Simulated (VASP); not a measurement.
Wanted: the native input for a VASP 6.6.1 run.

```
Task                   : single point
Functional             : PBEsol
Potentials or basis    : VASP PAW PBE potentials, release 64 (W_sv, C)
Cutoff                 : 520 eV
k mesh                 : 8 × 8 × 8
Occupations            : fermi-dirac, width 0.05 eV
Spin                   : no spin polarisation
Dipole correction      : no
Further INCAR settings : ALGO = Normal; EDIFF = 1e-06; NBANDS = 16
```

The structure of WC lies in POSCAR:

```
WC
1.0
    0.0000000000      2.1926800000      2.1926800000
    2.1926800000      0.0000000000      2.1926800000
    2.1926800000      2.1926800000      0.0000000000
W C
1 1
Direct
    0.0000000000      0.0000000000      0.0000000000
    0.5000000000      0.5000000000      0.5000000000
```

One way to write it, as run:

INCAR

```
SYSTEM = WC
  ALGO = Normal
  EDIFF = 1E-6
  ENCUT = 520
  GGA = PS
  ISIF = 2
  ISMEAR = -1
  LASPH = .TRUE.
  LCHARG = .FALSE.
  LREAL = .FALSE.
  LWAVE = .FALSE.
  NBANDS = 16
  NELM = 60
  PREC = Accurate
  SIGMA = 0.05
```

KPOINTS

```
k-points
0
G
  8 8 8
  0 0 0
```

Potentials or basis: VASP PAW PBE potentials, release 64 (W_sv, C).

Run with:

```bash
$ cat potpaw_PBE.64/W_sv/POTCAR potpaw_PBE.64/C/POTCAR > POTCAR
$ mpirun -np 1 vasp_std > vasp.out
```

It gave:

```
Pressure               : -8.8 GPa
Band gap on the k mesh : zero (bands 9 and 10 overlap by 3.12 eV)
```

Caveat: the cell stands under tension; the PAW data sets were made with another functional, which shifts forces and pressure a little; spin-orbit coupling is left out, which moves the levels of the heavy elements.

Wall time 9 s on 1 thread of Intel(R) Xeon(R) Platinum 8259CL CPU @ 2.50GHz (Skylake/Cascade Lake), on a shared host, peak memory 0.14 GiB.
